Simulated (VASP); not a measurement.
# Ti5Si (R32) in VASP: a series of runs, part 2 of 2

VASP 6.6.1.

**3. Relaxation of cell and atoms, PBEsol**

This run uses another cell than the first one, of 16.32 Å³/atom.

Contents of INCAR:

```
ALGO = Fast ; EDIFF = 1E-6
EDIFFG = -0.01 ; ENCUT = 600
GGA = PS ; IBRION = 2
ISIF = 3 ; ISMEAR = 0
LASPH = T ; LCHARG = F
LREAL = F ; LWAVE = F
NELM = 60 ; NSW = 80
PREC = Accurate ; SIGMA = 0.1
```

Contents of KPOINTS:

```
k-points
0
Gamma
  6 6 6
```

Contents of POSCAR:

```
Ti5Si
1.0
    2.5228393509      1.4565619783      4.4409048145
   -2.5228393509      1.4565619783      4.4409048145
    0.0000000000     -2.9131239567      4.4409048145
Ti Si
5 1
Direct
    0.1514396700      0.1514396700      0.1514396700
    0.6053500000      0.3946500000      0.0000000000
    0.0000000000      0.6053500000      0.3946500000
    0.8485603300      0.8485603300      0.8485603300
    0.3946500000      0.0000000000      0.6053500000
    0.5000000000      0.5000000000      0.5000000000
```

Potentials or basis: VASP PAW PBE potentials, release 64 (Ti_sv, Si).

Command:

```sh
$ cat potpaw_PBE.64/Ti_sv/POTCAR potpaw_PBE.64/Si/POTCAR > POTCAR
$ mpirun -np 1 vasp_std > vasp.out
```

OUTCAR:

```text
EDIFF = 1E-6
   EDIFFG = -0.01
   ENCUT = 600
   GGA = PS
   IBRION = 2
   ISIF = 3
   ISMEAR = 0
   LASPH = T
   LREAL = F
   NELM = 60
   NSW = 80
   PREC = Accurate

 ion  position               nearest neighbor table
   1  0.151  0.151  0.151-   3 2.83   5 2.83   2 2.83   2 2.88   5 2.88   3 2.88   6 2.92   6 2.92
                             6 2.92
   2  0.605  0.395  0.000-   5 2.69   3 2.69   5 2.69   3 2.69   6 2.71   6 2.71   4 2.83   1 2.83
                             4 2.88   1 2.88
   3  0.000  0.605  0.395-   2 2.69   2 2.69   5 2.69   5 2.69   6 2.71   6 2.71   1 2.83   4 2.83
                             4 2.88   1 2.88
   4  0.849  0.849  0.849-   5 2.83   3 2.83   2 2.83   2 2.88   3 2.88   5 2.88   6 2.92   6 2.92
                             6 2.92
   5  0.395  0.000  0.605-   2 2.69   2 2.69   3 2.69   3 2.69   6 2.71   6 2.71   4 2.83   1 2.83
                             1 2.88   4 2.88
   6  0.500  0.500  0.500-   3 2.71   5 2.71   2 2.71   2 2.71   5 2.71   3 2.71   1 2.92   4 2.92
[... 408 lines left out ...]
 E-fermi :   9.0609     XC(G=0): -11.9033

 val. band max:        9.0575383344   @ k =  -0.3333   0.3333   0.1667
 cond. band min:       9.1075969371   @ k =   0.5000   0.5000   0.1667
 fundamental gap:      0.0500586027
 Fermi energy:         9.0608949049

 k-point     1 :       0.0000    0.0000    0.0000
  band No.  band energies     occupation
      1     -47.3963      2.00000
      2     -47.3039      2.00000
      3     -47.1824      2.00000
      4     -47.0282      2.00000
      5     -47.0282      2.00000
      6     -24.0442      2.00000
[... 973 lines left out ...]
     37      10.3618      0.00000
     38      10.5055      0.00000

 [... further k-points ...]

------------------------ aborting loop because EDIFF is reached ----------------------------------------

  FORCE on cell =-STRESS in cart. coord.  units (eV):
  Direction    XX          YY          ZZ          XY          YZ          ZX
  --------------------------------------------------------------------------------------
  -------------------------------------------------------------------------------------
  Total       -0.0057816     -0.0057816     -0.0152312      0.0000000      0.0000000      0.0000000
  in kB       -0.0981683     -0.0981683     -0.2586162      0.0000000      0.0000000      0.0000000
  external PRESSURE =      -0.1516509 kB  Pullay stress =       0.0000000 kB
[... 21 lines left out ...]
  FREE ENERGIE OF THE ION-ELECTRON SYSTEM (eV)
  ---------------------------------------------------
  free  energy   TOTEN  =       -49.4365642102 eV

  energy  without entropy=      -49.4093141077  energy(sigma->0) =      -49.42293916

 reached required accuracy - stopping structural energy minimisation
```

OSZICAR:

```text
N       E                     dE             d eps       ncg     rms          rms(c)
DAV:   1     0.893458841327E+03    0.89346E+03   -0.35236E+04  2440   0.226E+03
DAV:   2     0.660380358333E+02   -0.82742E+03   -0.81358E+03  2432   0.657E+02
DAV:   3    -0.404361731161E+02   -0.10647E+03   -0.10279E+03  3924   0.196E+02
[... 244 lines left out ...]
RMM:   5    -0.494365516975E+02   -0.54655E-05   -0.76733E-05  3816   0.489E-02    0.588E-03
RMM:   6    -0.494365584210E+02   -0.67235E-05   -0.46470E-05  3193   0.313E-02    0.693E-03
RMM:   7    -0.494365609872E+02   -0.25662E-05   -0.15522E-05  2873   0.211E-02    0.294E-03
RMM:   8    -0.494365634328E+02   -0.24456E-05   -0.11100E-05  2535   0.139E-02    0.199E-03
RMM:   9    -0.494365642102E+02   -0.77746E-06   -0.49332E-06  2218   0.112E-02
  12 F= -.49436564E+02 E0= -.49422939E+02  d E =-.430504E-04
```

CONTCAR:

```text
Ti5Si
   1.00000000000000
     2.4885381611306938    1.4367581771551998    4.3985584337228794
    -2.4885381611306938    1.4367581771551998    4.3985584337228794
     0.0000000000000000   -2.8735163544080842    4.3985584337225641
  Ti              Si
     5     1
Direct
     0.1513344339836347    0.1513344339836347    0.1513344339836347
     0.6048953894860570    0.3951046105139430    0.0000000000000000
     0.9999999999999999    0.6048953894860569    0.3951046105139432
     0.8486655660163652    0.8486655660163652    0.8486655660163654
     0.3951046105139431    0.0000000000000002    0.6048953894860568
     0.5000000000000000    0.5000000000000000    0.5000000000000000

  0.00000000E+00  0.00000000E+00  0.00000000E+00
  0.00000000E+00  0.00000000E+00  0.00000000E+00
  0.00000000E+00  0.00000000E+00  0.00000000E+00
  0.00000000E+00  0.00000000E+00  0.00000000E+00
  0.00000000E+00  0.00000000E+00  0.00000000E+00
  0.00000000E+00  0.00000000E+00  0.00000000E+00
```

It took 56 min on 1 thread of Intel Xeon Platinum 8488C (Sapphire Rapids), shared host; peak memory 0.35 GiB.

Results:

```
Free energy                           : -49.4366 eV
Relaxed volume                        : 15.73 Å³/atom
Relaxed cell                          : a = 5.254 Å, b = 5.254 Å, c = 5.254 Å, α = 56.54°, β = 56.54°, γ = 56.54°
Space group after relaxing (to 0.1 Å) : R32 (No. 155)
Energy gained by relaxing             : 8.6 meV/atom
Ionic steps                           : 12
Pressure after relaxing               : 0.0 GPa
Largest force after relaxing          : 0.006 eV/Å
Band gap on the k mesh                : zero (bands 32 and 33 overlap by 0.51 eV)
```

Forces in eV/Å, atoms in the order of the input:
```
Ti   0.000  0.000  0.001
Ti  -0.006  0.000  0.000
Ti   0.003 -0.005  0.000
Ti   0.000  0.000 -0.001
Ti   0.003  0.005  0.000
Si   0.000  0.000  0.000
```

Step by step:
```csv
step,energy change (eV),largest force (eV/Å),pressure (GPa),volume (Å³)
1,0.0000,0.0702,-4.50,97.91
2,-0.0132,0.1120,4.47,91.56
3,-0.0508,0.0360,-0.13,94.41
4,-0.0508,0.0386,0.11,94.33
5,-0.0514,0.0113,0.10,94.29
6,-0.0514,0.0043,0.13,94.28
7,-0.0514,0.0102,0.13,94.25
8,-0.0514,0.0075,0.13,94.27
9,-0.0514,0.0086,0.13,94.26
10,-0.0514,0.0074,0.14,94.27
11,-0.0515,0.0053,-0.09,94.45
12,-0.0515,0.0063,-0.02,94.36
```

Final structure:
```
Ti Si
1.0
     2.48854    1.43676    4.39856
    -2.48854    1.43676    4.39856
     0.00000   -2.87352    4.39856
Ti Si
5 1
Direct
  0.15133 0.15133 0.15133
  0.60490 0.39510 0.00000
  0.00000 0.60490 0.39510
  0.84867 0.84867 0.84867
  0.39510 0.00000 0.60490
  0.50000 0.50000 0.50000
```

Levels at points of the mesh, in eV from the Fermi level:
```tsv
k point	band 30	band 31	band 32	band 33	band 34	band 35
(0.00, 0.00, 0.00)	-0.91	-0.75	-0.07	-0.06	-0.06	1.09
(0.50, 0.00, 0.00)	-0.78	-0.54	0.37	0.56	0.60	0.76
(0.50, 0.50, 0.00)	-0.59	-0.36	-0.11	-0.08	0.64	0.75
(0.50, 0.50, 0.50)	-0.57	-0.57	-0.19	0.26	0.26	0.92
```

Caveat: the PAW data sets were made with another functional, which shifts forces and pressure a little.

The gap in the log of VASP goes by the Fermi energy; the results here count the filled bands.